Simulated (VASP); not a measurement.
# SrO (lda) (Fm-3m) in VASP: notebook

SrO (lda) is run at these levels: LDA; tasks: single point, relaxation of cell and atoms.

Everything below comes from runs of VASP 6.6.1. Logs are shortened: lines on timing, memory, paths and dates and some standing lists are left out, and cuts for length are marked.

## 1. The cell of the first run

Symmetry: Fm-3m, No. 225, cubic system. Conventional cell: a = 5.065 Å, b = 5.065 Å, c = 5.065 Å, α = 90.00°, β = 90.00°, γ = 90.00°. Sr (site symmetry m-3m) has 6 O at 2.53 Å within 3.3 Å. Within 3.3 Å of O (site symmetry m-3m) lie 6 Sr at 2.53 Å.

## 2. Single point, LDA

Input file INCAR:

```
SYSTEM = SrO
  PREC = Accurate
  ENCUT = 520
  EDIFF = 1E-6
  ISMEAR = 0
  SIGMA = 0.01
  LREAL = .False.
  LASPH = .True.
  NELM = 100
  ALGO = Normal
  ISIF = 2
  LWAVE = .False.
  LCHARG = .False.
  GGA = CA
  NBANDS = 15
```

Input file KPOINTS:

```
regular mesh
0
Gamma
  6 6 6
  0 0 0
```

Input file POSCAR:

```
SrO
1.0
    0.0000000000      2.5323441170      2.5323441170
    2.5323441170      0.0000000000      2.5323441170
    2.5323441170      2.5323441170      0.0000000000
Sr O
1 1
Direct
    0.0000000000      0.0000000000      0.0000000000
    0.5000000000      0.5000000000      0.5000000000
```

Potentials or basis: VASP PAW LDA potentials, release 64 (Sr_sv, O).

The run is started by

```console
cat potpaw_LDA.64/Sr_sv/POTCAR potpaw_LDA.64/O/POTCAR > POTCAR
mpirun -np 1 vasp_std > vasp.out
```

OUTCAR:

```text
SYSTEM = SrO
   PREC = Accurate
   ENCUT = 520
   EDIFF = 1E-6
   ISMEAR = 0
   LREAL = .False.
   LASPH = .True.
   NELM = 100
   ISIF = 2
   GGA = CA

 ion  position               nearest neighbor table
   1  0.000  0.000  0.000-   2 2.53   2 2.53   2 2.53   2 2.53   2 2.53   2 2.53
   2  0.500  0.500  0.500-   1 2.53   1 2.53   1 2.53   1 2.53   1 2.53   1 2.53

  LATTYP: Found a face centered cubic cell.
 ALAT       =     5.0646882340

  Lattice vectors:

 A1 = (   0.0000000000,   2.5323441170,   2.5323441170)
 A2 = (   2.5323441170,   0.0000000000,   2.5323441170)
 A3 = (   2.5323441170,   2.5323441170,   0.0000000000)

Analysis of symmetry for initial positions (statically):
=====================================================================
 Subroutine PRICEL returns:
 Original cell was already a primitive cell.

 Routine SETGRP: Setting up the symmetry group for a
 face centered cubic supercell.

 Subroutine GETGRP returns: Found 48 space group operations
 (whereof 48 operations were pure point group operations)
 out of a pool of 48 trial point group operations.

The static configuration has the point symmetry O_h .

Analysis of symmetry for dynamics (positions and initial velocities):
=====================================================================
 Subroutine PRICEL returns:
 Original cell was already a primitive cell.

 Routine SETGRP: Setting up the symmetry group for a
 face centered cubic supercell.

 Subroutine GETGRP returns: Found 48 space group operations
 (whereof 48 operations were pure point group operations)
 out of a pool of 48 trial point group operations.

The dynamic configuration has the point symmetry O_h .

 Subroutine INISYM returns: Found 48 space group operations
 (whereof 48 operations are pure point group operations),
 and found     1 'primitive' translations

----------------------------------------------------------------------------------------

                                     Primitive cell

  volume of cell :      32.4787

  direct lattice vectors                    reciprocal lattice vectors
     0.000000000  2.532344117  2.532344117    -0.197445520  0.197445520  0.197445520
     2.532344117  0.000000000  2.532344117     0.197445520 -0.197445520  0.197445520
     2.532344117  2.532344117  0.000000000     0.197445520  0.197445520 -0.197445520

  length of vectors
     3.581275395  3.581275395  3.581275395     0.341985672  0.341985672  0.341985672

  position of ions in fractional coordinates (direct lattice)
     0.000000000  0.000000000  0.000000000
     0.500000000  0.500000000  0.500000000

  ion indices of the primitive-cell ions
   primitive index   ion index
                 1           1
                 2           2

----------------------------------------------------------------------------------------

 KPOINTS: regular mesh

Automatic generation of k-mesh.
 Grid dimensions read from file:
 generate k-points for:    6    6    6

 Generating k-lattice:

  Cartesian coordinates                     Fractional coordinates (reciprocal lattice)
    -0.032907587  0.032907587  0.032907587     0.166666667  0.000000000  0.000000000
     0.032907587 -0.032907587  0.032907587     0.000000000  0.166666667  0.000000000
     0.032907587  0.032907587 -0.032907587     0.000000000  0.000000000  0.166666667

  Length of vectors
     0.056997612  0.056997612  0.056997612

  Shift w.r.t. Gamma in fractional coordinates (k-lattice)
     0.000000000  0.000000000  0.000000000

 Subroutine IBZKPT returns following result:
 ===========================================

 Found     16 irreducible k-points:

 Following reciprocal coordinates:
            Coordinates               Weight
  0.000000  0.000000  0.000000      1.000000
  0.166667  0.000000  0.000000      8.000000
  0.333333  0.000000  0.000000      8.000000
  0.500000  0.000000  0.000000      4.000000
  0.166667  0.166667  0.000000      6.000000
  0.333333  0.166667  0.000000     24.000000
[... 8 lines left out ...]
 -0.333333  0.333333  0.166667     24.000000
 -0.333333  0.500000  0.166667     12.000000
   k-points           NKPTS =     16   k-points in BZ     NKDIM =     16   number of bands    NBANDS=     15
   number of dos      NEDOS =    301   number of ions     NIONS =      2
   total plane-waves  NPLWV =  21952
   dimension x,y,z NGX =    28 NGY =   28 NGZ =   28
   dimension x,y,z NGXF=    56 NGYF=   56 NGZF=   56
   ions per type =               1   1
   NGX,Y,Z   is equivalent  to a cutoff of  13.00, 13.00, 13.00 a.u.
   NGXF,Y,Z  is equivalent  to a cutoff of  26.00, 26.00, 26.00 a.u.
 SYSTEM =  SrO
   PREC   = accura    normal or accurate (medium, high low for compatibility)
   ISTART =      0    job   : 0-new  1-cont  2-samecut
   ICHARG =      2    charge: 1-file 2-atom 10-const
   ISPIN  =      1    spin polarized calculation?
   LNONCOLLINEAR =      F non collinear calculations
   LSORBIT =      F    spin-orbit coupling
   LASPH  =      T    aspherical Exc in radial PAW
   ENCUT  =  520.0 eV  38.22 Ry    6.18 a.u.   6.66  6.66  6.66*2*pi/ulx,y,z
   NELM   =    100;   NELMIN=  2; NELMDL= -5     # of ELM steps
   EDIFF  = 0.1E-05   stopping-criterion for ELM
   LREAL  =      F    real-space projection
   EDIFFG = 0.1E-04   stopping-criterion for IOM
   NSW    =      0    number of steps for IOM
   IBRION =     -1    ionic relax: 0-MD 1-quasi-New 2-CG
   NFREE  =      0    steps in history (QN), initial steepest desc. (CG)
   ISIF   =      2    stress and relaxation
   ISYM   =      2    0-nonsym 1-usesym 2-fastsym
   POTIM  = 0.5000    time-step for ionic-motion
   TEBEG  =    0.0;   TEEND  =   0.0 temperature during run
   PSTRESS=    0.0 pullay stress
   NELECT =      16.0000    total number of electrons
   NUPDOWN=      -1.0000    fix difference up-down
   EMIN   =  10.00;   EMAX   =-10.00  energy-range for DOS
   EFERMI =   0.00;   METHOD = LEGACY
   ISMEAR =     0;   SIGMA  =   0.01  broadening in eV -4-tet -1-fermi 0-gaus
   EFERMI_NEDOS =   21; number of points for ismear=-14 and -15
   IALGO  =     38    algorithm
   IMIX   =      4    mixing-type and parameters
     AMIX     =   0.40;   BMIX     =  1.00
     AMIX_MAG =   1.60;   BMIX_MAG =  1.00
  volume/ion in A,a.u.               =      16.24       109.59
  Fermi-wavevector in a.u.,A,eV,Ry     =   1.292951  2.443323 22.745167  1.671723
  Thomas-Fermi vector in A             =   2.424627
   LORBIT       =      0    0 simple, 1 ext, 2 COOP (PROOUT), +10 PAW based schemes
   GGA     = CA    functional components
   LHFCALC =     F    Hartree Fock is set to
   AEXX    =    0.0000 exact exchange contribution
   IVDW    =     0    specifies the selected vdW correction
   LEPSILON=     F    determine dielectric tensor
   LRPA    =     F    only Hartree local field effects (RPA)
 non-spin polarized calculation
 Gauss-broadening in eV      SIGMA  =   0.01
  energy-cutoff  :      520.00
  volume of cell :       32.48
 maximum number of plane-waves:       893
 NGX is ok and might be reduce to    28
   NGX = 13   NGY = 13   NGZ = 13

 number of electron      15.9999995 magnetization

 Free energy of the ion-electron system (eV)
  ---------------------------------------------------
  ext. energy  EPLUGINS =         0.00000000
  ---------------------------------------------------
  free energy    TOTEN  =       -13.38663662 eV

  energy without entropy =      -13.38663662  energy(sigma->0) =      -13.38663662

 E-fermi :   1.6437     XC(G=0): -10.7425

 val. band max:        1.5710043986   @ k =   0.0000   0.0000   0.0000
 cond. band min:       4.6307234390   @ k =   0.5000   0.5000   0.0000
 fundamental gap:      3.0597190404
 Fermi energy:         1.6436668774

 k-point     1 :       0.0000    0.0000    0.0000
  band No.  band energies     occupation
      1     -30.3664      2.00000
      2     -13.2474      2.00000
      3     -12.0393      2.00000
      4     -12.0393      2.00000
      5     -12.0393      2.00000
      6       1.5710      2.00000
      7       1.5710      2.00000
      8       1.5710      2.00000
      9       5.7009      0.00000
     10       7.7677      0.00000
     11       7.7677      0.00000
     12       7.7677      0.00000
     13      10.0987      0.00000
     14      10.0987      0.00000
     15      14.2177      0.00000

 k-point     2 :       0.1667    0.0000    0.0000
  band No.  band energies     occupation
      1     -30.3229      2.00000
      2     -13.8786      2.00000
      3     -12.0633      2.00000
      4     -12.0633      2.00000
      5     -11.5086      2.00000
      6       0.7965      2.00000
      7       1.2055      2.00000
      8       1.2055      2.00000
      9       6.8961      0.00000
     10       7.5542      0.00000
     11       8.3398      0.00000
     12       8.3398      0.00000
     13      10.8613      0.00000
     14      10.8613      0.00000
     15      16.0031      0.00000

 k-point     3 :       0.3333    0.0000    0.0000
  band No.  band energies     occupation
      1     -30.2341      2.00000
      2     -14.6586      2.00000
      3     -12.1103      2.00000
      4     -12.1103      2.00000
      5     -10.9305      2.00000
      6      -0.3094      2.00000
      7       0.5868      2.00000
      8       0.5868      2.00000
      9       7.7904      0.00000
     10       9.0689      0.00000
     11       9.7387      0.00000
     12       9.7387      0.00000
     13      12.5569      0.00000
     14      12.5569      0.00000
     15      17.8793      0.00000
[... 199 lines left out ...]
 k-point    15 :      -0.3333    0.3333    0.1667
  band No.  band energies     occupation
      1     -30.1490      2.00000
      2     -14.3721      2.00000
      3     -12.6865      2.00000
      4     -12.5109      2.00000
      5     -11.2829      2.00000
      6       0.1450      2.00000
      7       0.8897      2.00000
      8       0.9676      2.00000
      9       7.7989      0.00000
     10       7.9235      0.00000
     11      10.9060      0.00000
     12      11.9757      0.00000
     13      13.4581      0.00000
     14      14.8852      0.00000
     15      15.6961      0.00000

 k-point    16 :      -0.3333    0.5000    0.1667
  band No.  band energies     occupation
      1     -30.1362      2.00000
      2     -13.8924      2.00000
      3     -13.0306      2.00000
      4     -12.6725      2.00000
      5     -11.6037      2.00000
      6       0.6218      2.00000
      7       1.1794      2.00000
      8       1.2645      2.00000
      9       6.1177      0.00000
     10       9.2481      0.00000
     11      10.3656      0.00000
     12      12.9668      0.00000
     13      13.1028      0.00000
     14      14.8788      0.00000
     15      15.4834      0.00000

------------------------ aborting loop because EDIFF is reached ----------------------------------------

  FORCE on cell =-STRESS in cart. coord.  units (eV):
  Direction    XX          YY          ZZ          XY          YZ          ZX
  --------------------------------------------------------------------------------------
  -------------------------------------------------------------------------------------
  Total        0.1662546      0.1662546      0.1662546     -0.0000000     -0.0000000      0.0000000
  in kB        8.2013637      8.2013637      8.2013637     -0.0000000     -0.0000000      0.0000000
  external PRESSURE =       8.2013637 kB  Pullay stress =       0.0000000 kB

 VOLUME and BASIS-vectors are now :
 -----------------------------------------------------------------------------
  energy-cutoff  :      520.00
  volume of cell :       32.48
      direct lattice vectors                 reciprocal lattice vectors
     0.000000000  2.532344117  2.532344117    -0.197445520  0.197445520  0.197445520
     2.532344117  0.000000000  2.532344117     0.197445520 -0.197445520  0.197445520
     2.532344117  2.532344117  0.000000000     0.197445520  0.197445520 -0.197445520

 POSITION                                       TOTAL-FORCE (eV/Angst)
 -----------------------------------------------------------------------------------
      0.00000      0.00000      0.00000         0.000000      0.000000      0.000000
      2.53234      2.53234      2.53234        -0.000000     -0.000000     -0.000000
 -----------------------------------------------------------------------------------
    total drift:                                0.000000      0.000000      0.000000

  FREE ENERGIE OF THE ION-ELECTRON SYSTEM (eV)
  ---------------------------------------------------
  free  energy   TOTEN  =       -13.3866366210 eV

  energy  without entropy=      -13.3866366210  energy(sigma->0) =      -13.38663662
```

Run time: 3.6 s. Hardware: 1 thread of AMD EPYC 9R45 (Zen 5), shared host; peak memory 0.11 GiB.

Results:

- Free energy: -13.3866 eV
- Pressure: 0.8 GPa
- Band gap on the k mesh: 3.06 eV, indirect (least direct gap 3.11 eV)

Levels at points of the mesh, in eV from the valence-band top:
```tsv
k point	band 4	band 5	band 6	band 7	band 8	band 9	band 10	band 11	band 12	band 13
(0.00, 0.00, 0.00)	-13.61	-13.61	0.00	0.00	0.00	4.13	6.20	6.20	6.20	8.53
(0.50, 0.00, 0.00)	-13.70	-12.29	-2.33	-1.25	-1.25	6.64	8.63	9.06	9.06	12.40
(0.50, 0.50, 0.00)	-14.05	-14.05	-0.34	-0.05	-0.05	3.06	8.11	10.49	10.58	11.52
```

A k mesh can miss the band edges.

## 3. Relaxation of cell and atoms, LDA

This run uses another cell than the first one, of 17.17 Å³/atom, 1.058 times its volume.

Input file INCAR:

```
  PREC = Accurate
  ENCUT = 600
  EDIFF = 1E-6
  ISMEAR = 0
  SIGMA = 0.02
  LREAL = F
  LASPH = T
  NELM = 80
  ALGO = Normal
  ISIF = 3
  LWAVE = F
  LCHARG = F
  IBRION = 2
  NSW = 100
  EDIFFG = -0.002
```

Input file KPOINTS:

```
regular mesh
0
Gamma
  6 6 6
```

Input file POSCAR:

```
SrO
1.0
    0.0000000000      2.5800000000      2.5800000000
    2.5800000000      0.0000000000      2.5800000000
    2.5800000000      2.5800000000      0.0000000000
Sr O
1 1
Direct
    0.0000000000      0.0000000000      0.0000000000
    0.5000000000      0.5000000000      0.5000000000
```

Potentials or basis: VASP PAW LDA potentials, release 64 (Sr_sv, O).

The run is started by

```console
cat potpaw_LDA.64/Sr_sv/POTCAR potpaw_LDA.64/O/POTCAR > POTCAR
mpirun -np 1 vasp_std > vasp.out
```

It took 8.6 s on 1 thread of AMD EPYC 9R45 (Zen 5), shared host; peak memory 0.13 GiB.

The run converged. Its results:

```yaml
Free_energy: -13.3917 eV
Relaxed_volume: 16.34 Å³/atom
Relaxed_cell: a = 3.589 Å, b = 3.589 Å, c = 3.589 Å, α = 60.00°, β = 60.00°, γ = 60.00°
Space_group_after_relaxing_to_0.05_Å: Fm-3m (No. 225)
Energy_gained_by_relaxing: 12.5 meV/atom
Ionic_steps: 3
Pressure_after_relaxing: 0.0 GPa
Band_gap_on_the_k_mesh: 3.07 eV, indirect (least direct gap 3.12 eV)
```

Step by step:
```
step  energy change (eV)  largest force (eV/Å)  pressure (GPa)  volume (Å³)
   1              0.0000                0.0000           -4.58        34.35
   2             -0.0195                0.0000            2.48        31.96
   3             -0.0250                0.0000            0.01        32.68
```

Final structure:
```
CELL_PARAMETERS angstrom
0.00000 2.53769 2.53769
2.53769 0.00000 2.53769
2.53769 2.53769 0.00000
ATOMIC_POSITIONS crystal
Sr 0.00000 0.00000 0.00000
O 0.50000 0.50000 0.50000
```

Levels at points of the mesh, in eV from the valence-band top:
| k point | band 6 | band 7 | band 8 | band 9 | band 10 | band 11 |
| --- | --- | --- | --- | --- | --- | --- |
| (0.00, 0.00, 0.00) | 0.00 | 0.00 | 0.00 | 4.08 | 6.19 | 6.19 |
| (0.50, 0.00, 0.00) | -2.32 | -1.24 | -1.24 | 6.61 | 8.58 | 9.03 |
| (0.50, 0.50, 0.00) | -0.35 | -0.05 | -0.05 | 3.07 | 8.06 | 10.45 |

A k mesh can miss the band edges. As with any semilocal functional, this LDA gap is likely too small.
